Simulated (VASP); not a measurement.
MnS: single point with PBEsol+D4+U

MnS:

```
CELL_PARAMETERS angstrom
0.00000 2.47346 2.47346
2.47346 0.00000 2.47346
2.47346 2.47346 0.00000
ATOMIC_POSITIONS crystal
Mn 0.00000 0.00000 0.00000
S 0.75000 0.75000 0.75000
```

```
Program                 : VASP 6.6.1
Task                    : single point
Functional              : PBEsol
Dispersion              : D4
Potentials or basis     : VASP PAW PBE potentials, release 64 (Mn_pv, S)
Cutoff                  : 520 eV
k mesh                  : 9 × 9 × 9
Occupations             : fermi-dirac, width 0.05 eV
Spin                    : collinear spin, ferromagnetic start
Starting moments        : [1.0, 0.0] μB
Fixed moment            : 1 μB
Hubbard terms           : Mn d U = 1.0 eV
Dipole correction       : no
k mesh for the DOS      : 14 × 14 × 14
Occupations for the DOS : tetrahedron
Further INCAR settings  : ALGO = Normal; EDIFF = 1e-06; NBANDS = 20
```

* Net moment: 1.00 μB per cell
* Site moments: Mn +1.00; S -0.05 μB
* Valence electrons inside the program's atomic spheres: Mn 12.04; S 3.73
* Dispersion energy per atom: -0.270 eV

Eigenvalues of the final occupation matrices:
```csv
site,spin,trace,eigenvalues
site 1 d,1,3.18,0.56 0.56 0.56 0.75 0.75
site 1 d,2,2.21,0.40 0.40 0.40 0.50 0.50
```

Wall time 2.8 min on 1 thread of Intel Xeon 8259CL, on a shared host, peak memory 0.23 GiB.

Caveat: the total moment is fixed, so each spin has its own Fermi level and the state may be an excited one; a cell with one magnetic atom can't hold antiferromagnetic order, which such compounds often take. The state reached can hang on the start; a lower one may exist.
